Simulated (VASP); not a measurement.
# PdCl (wurtzite type) (P6_3mc) in VASP: relaxation of cell and atoms with PBE

Aim: the relaxation of cell and atoms of PdCl (wurtzite type) with PBE.

Everything below comes from runs of VASP 6.6.1. Logs are shortened: lines on timing, memory, paths and dates and some standing lists are left out, and cuts for length are marked.

### Step 1. The cell of the first run

Symmetry: P6_3mc, No. 186, hexagonal system. The conventional cell has a = 3.503 Å, b = 3.503 Å, c = 5.710 Å, α = 90.00°, β = 90.00°, γ = 120.00°. Within 2.8 Å of Pd (site symmetry 3m) lie 4 Cl at 2.14 to 2.15 Å. Within 2.8 Å of Cl (site symmetry 3m) lie 4 Pd at 2.14 to 2.15 Å.

### Step 2. Relaxation of cell and atoms, PBE, target pressure 44 GPa, at which the enthalpy is minimised

Contents of INCAR:

```
ALGO = Normal ; EDIFF = 1E-6
EDIFFG = -0.005 ; ENCUT = 600
GGA = PE ; IBRION = 2
ISIF = 3 ; ISMEAR = -1
LASPH = T ; LCHARG = F
LREAL = F ; LWAVE = F
NELM = 100 ; NSW = 60
PREC = Accurate ; PSTRESS = 440.0
SIGMA = 0.08
```

Contents of KPOINTS:

```
k-points
0
Gamma
  11 11 6
```

Contents of POSCAR:

```
PdCl
1.0
    3.5029411152      0.0000000000      0.0000000000
   -1.7514705576      3.0336359938      0.0000000000
    0.0000000000      0.0000000000      5.7097940178
Pd Cl
2 2
Direct
    0.3333333333      0.6666666667      0.0000000000
    0.6666666667      0.3333333333      0.5000000000
    0.3333333333      0.6666666667      0.3760000000
    0.6666666667      0.3333333333      0.8760000000
```

Potentials or basis: VASP PAW PBE potentials, release 64 (Pd, Cl).

Run with:

```bash
$ cat potpaw_PBE.64/Pd/POTCAR potpaw_PBE.64/Cl/POTCAR > POTCAR
$ mpirun -np 1 vasp_std > vasp.out
```

OUTCAR:

```text
EDIFF = 1E-6
   EDIFFG = -0.005
   ENCUT = 600
   GGA = PE
   IBRION = 2
   ISIF = 3
   ISMEAR = -1
   LASPH = T
   LREAL = F
   NELM = 100
   NSW = 60
   PREC = Accurate
   PSTRESS = 440.0

 ion  position               nearest neighbor table
   1  0.333  0.667  0.000-   4 2.14   4 2.14   4 2.14   3 2.15
   2  0.667  0.333  0.500-   3 2.14   3 2.14   3 2.14   4 2.15
   3  0.333  0.667  0.376-   2 2.14   2 2.14   2 2.14   1 2.15
   4  0.667  0.333  0.876-   1 2.14   1 2.14   1 2.14   2 2.15

  LATTYP: Found a hexagonal cell.
 ALAT       =     3.5029411152
 C/A-ratio  =     1.6300000000

  Lattice vectors:

 A1 = (   3.5029411152,   0.0000000000,   0.0000000000)
 A2 = (  -1.7514705576,   3.0336359938,   0.0000000000)
 A3 = (   0.0000000000,   0.0000000000,   5.7097940178)

Analysis of symmetry for initial positions (statically):
=====================================================================
 Subroutine PRICEL returns:
 Original cell was already a primitive cell.

 Routine SETGRP: Setting up the symmetry group for a
 hexagonal supercell.

 Subroutine GETGRP returns: Found 12 space group operations
 (whereof  6 operations were pure point group operations)
 out of a pool of 24 trial point group operations.

The static configuration has the point symmetry C_3v.
 The point group associated with its full space group is C_6v.

Analysis of symmetry for dynamics (positions and initial velocities):
=====================================================================
 Subroutine PRICEL returns:
 Original cell was already a primitive cell.

 Routine SETGRP: Setting up the symmetry group for a
 hexagonal supercell.

 Subroutine GETGRP returns: Found 12 space group operations
 (whereof  6 operations were pure point group operations)
 out of a pool of 24 trial point group operations.

The dynamic configuration has the point symmetry C_3v.
 The point group associated with its full space group is C_6v.

 Subroutine INISYM returns: Found 12 space group operations
 (whereof  6 operations are pure point group operations),
 and found     1 'primitive' translations

----------------------------------------------------------------------------------------

                                     Primitive cell

  volume of cell :      60.6760

  direct lattice vectors                    reciprocal lattice vectors
     3.502941115  0.000000000  0.000000000     0.285474396  0.164818720  0.000000000
    -1.751470558  3.033635994  0.000000000     0.000000000  0.329637439  0.000000000
[... 101 lines left out ...]
   NUPDOWN=      -1.0000    fix difference up-down
   EMIN   =  10.00;   EMAX   =-10.00  energy-range for DOS
   EFERMI =   0.00;   METHOD = LEGACY
   ISMEAR =    -1;   SIGMA  =   0.08  broadening in eV -4-tet -1-fermi 0-gaus
   EFERMI_NEDOS =   21; number of points for ismear=-14 and -15
   IALGO  =     38    algorithm
   IMIX   =      4    mixing-type and parameters
     AMIX     =   0.40;   BMIX     =  1.00
     AMIX_MAG =   1.60;   BMIX_MAG =  1.00
  volume/ion in A,a.u.               =      15.17       102.37
  Fermi-wavevector in a.u.,A,eV,Ry     =   1.349674  2.550514 24.784644  1.821620
  Thomas-Fermi vector in A             =   2.477241
   LORBIT       =      0    0 simple, 1 ext, 2 COOP (PROOUT), +10 PAW based schemes
   GGA     = PE    functional components
   LHFCALC =     F    Hartree Fock is set to
   AEXX    =    0.0000 exact exchange contribution
   IVDW    =     0    specifies the selected vdW correction
   LEPSILON=     F    determine dielectric tensor
   LRPA    =     F    only Hartree local field effects (RPA)
 conjugate gradient relaxation of ions
 non-spin polarized calculation
  energy-cutoff  :      600.00
  volume of cell :       60.68
 maximum number of plane-waves:      2041
 NGX is ok and might be reduce to    28
   NGX = 13   NGY = 13   NGZ = 23

--------------------------------------- Ionic step        1  -------------------------------------------

 number of electron      34.0000002 magnetization

 Free energy of the ion-electron system (eV)
  ---------------------------------------------------
  ext. energy  EPLUGINS =         0.00000000
  ---------------------------------------------------
  free energy    TOTEN  =        -9.71934993 eV

  energy without entropy =       -9.65216089  energy(sigma->0) =       -9.68575541

------------------------ aborting loop because EDIFF is reached ----------------------------------------

  FORCE on cell =-STRESS in cart. coord.  units (eV):
  Direction    XX          YY          ZZ          XY          YZ          ZX
  --------------------------------------------------------------------------------------
  -------------------------------------------------------------------------------------
  Total       23.4411484     23.4411484     24.5531440     -0.0000000      0.0000000      0.0000000
  in kB      618.9744468    618.9744468    648.3372077     -0.0000000      0.0000000      0.0000000
  external PRESSURE =     188.7620338 kB  Pullay stress =     440.0000000 kB
[... 103 lines left out ...]
  energy  without entropy=      -11.1775973179  energy(sigma->0) =      -11.21476940

  enthalpy is  TOTEN    =         6.6975862118 eV   P V=       17.9495276858

 E-fermi :   9.9589     XC(G=0): -12.4819

 val. band max:        9.9542675024   @ k =   0.0000   0.0000   0.5000
 cond. band min:      10.0008154151   @ k =   0.2727   0.0000   0.3333
 fundamental gap:      0.0465479127
 Fermi energy:         9.9588584724

 k-point     1 :       0.0000    0.0000    0.0000
  band No.  band energies     occupation
      1      -8.7014      2.00000
      2      -8.2612      2.00000
      3       0.8758      2.00000
      4       2.4694      2.00000
      5       4.7794      2.00000
      6       5.5972      2.00000
[... 565 lines left out ...]
     20      15.4041      0.00000
     21      19.0726      0.00000

 [... further k-points ...]

[... ionic steps 4 to 39 ...]

--------------------------------------- Ionic step       40  -------------------------------------------

 number of electron      33.9999999 magnetization

------------------------ aborting loop because EDIFF is reached ----------------------------------------
[... 75 lines left out ...]
--------------------------------------- Ionic step       42  -------------------------------------------

 number of electron      33.9999999 magnetization

 Free energy of the ion-electron system (eV)
  ---------------------------------------------------
  ext. energy  EPLUGINS =         0.00000000
  ---------------------------------------------------
  free energy    TOTEN  =       -11.59450242 eV

  energy without entropy =      -11.51556676  energy(sigma->0) =      -11.55503459

 E-fermi :  10.3461     XC(G=0): -12.6222

 val. band max:       10.3364045827   @ k =   0.2727   0.1818   0.0000
 cond. band min:      10.3497086034   @ k =   0.0909  -0.0000   0.5000
 fundamental gap:      0.0133040207
 Fermi energy:        10.3461497282

 k-point     1 :       0.0000    0.0000    0.0000
  band No.  band energies     occupation
      1      -8.5167      2.00000
      2      -8.0587      2.00000
      3       1.0437      2.00000
      4       2.7063      2.00000
      5       4.9355      2.00000
      6       5.7286      2.00000
[... 602 lines left out ...]
  energy  without entropy=      -11.5155667559  energy(sigma->0) =      -11.55503459

  enthalpy is  TOTEN    =         3.4273412278 eV   P V=       15.0218436450

 reached required accuracy - stopping structural energy minimisation
```

CONTCAR:

```text
PdCl
   1.00000000000000
     2.7974723720513097    0.0000000000000000   -0.0000000000000000
    -1.3987361860256549    2.4226821433562145    0.0000000000000000
    -0.0000000000000000    0.0000000000000000    8.0708429930985197
  Pd              Cl
     2     2
Direct
     0.3333333332999970    0.6666666667000030    0.0536827273880741
     0.6666666667000030    0.3333333332999970    0.5536827273880741
     0.3333333332999970    0.6666666667000030    0.3223172726119236
     0.6666666667000030    0.3333333332999970    0.8223172726119236

  0.00000000E+00  0.00000000E+00  0.00000000E+00
  0.00000000E+00  0.00000000E+00  0.00000000E+00
  0.00000000E+00  0.00000000E+00  0.00000000E+00
  0.00000000E+00  0.00000000E+00  0.00000000E+00
```

Run time: 18 min. Hardware: 1 thread of AMD EPYC 9R45 (Zen 5), shared host; peak memory 0.24 GiB.

What came out:

| Property | Result |
| --- | --- |
| Free energy | -11.5945 eV |
| Relaxed volume | 13.67 Å³/atom |
| Relaxed cell | a = 2.797 Å, b = 2.797 Å, c = 8.071 Å, α = 90.00°, β = 90.00°, γ = 120.00° |
| Space group after relaxing (to 0.1 Å) | P6_3mc (No. 186) |
| Energy change on relaxing (the run minimises the enthalpy) | -468.8 meV/atom |
| Ionic steps | 42 |
| Pressure after relaxing | 44.0 GPa |
| Band gap on the k mesh | zero (bands 17 and 18 overlap by 1.21 eV) |

Step by step:
```
step  energy change (eV)  largest force (eV/Å)  pressure (GPa)  volume (Å³)
   1              0.0000                0.3542           62.88        60.68
   3             -1.5326                0.2435           42.50        65.36
   5             -1.4249                0.2494           43.96        64.96
   7             -1.5476                0.7890           43.15        64.85
   9             -2.6375                0.3630           33.20        62.60
  11             -2.5919                2.7138           32.30        60.20
  13             -2.4721                3.1984           33.11        59.65
  15             -2.4734                3.2125           32.96        59.64
  17             -2.4698                3.2775           32.41        59.57
  19             -2.4566                3.3279           32.09        59.51
  21             -2.4696                3.2006           32.12        59.41
  23             -2.5122                2.6462           32.30        58.95
  25             -2.4382                0.7109           35.10        57.14
  27             -2.1888                0.3850           38.80        55.95
  29             -1.9165                0.2648           43.91        54.88
  31             -1.8904                0.1978           44.36        54.77
  33             -1.9087                0.2865           43.67        54.84
  35             -1.9033                0.0356           43.79        54.80
  37             -1.9018                0.0048           43.55        54.80
  39             -1.8737                0.0051           43.98        54.69
  41             -1.8727                0.0056           44.04        54.69
  42             -1.8752                0.0013           43.99        54.70
```

Final structure:
```yaml
crystal:
  lattice:
    - [2.79747, 0.00000, 0.00000]
    - [-1.39874, 2.42268, 0.00000]
    - [0.00000, 0.00000, 8.07084]
  atoms:
    - { symbol: Pd, position: [0.33333, 0.66667, 0.05368] }
    - { symbol: Pd, position: [0.66667, 0.33333, 0.55368] }
    - { symbol: Cl, position: [0.33333, 0.66667, 0.32232] }
    - { symbol: Cl, position: [0.66667, 0.33333, 0.82232] }
```

Caveat: the cell is relaxed towards a set pressure, so the run minimises the enthalpy, not the energy; a cell axis changed by over 15 % at a fixed basis, so the end point is rough.
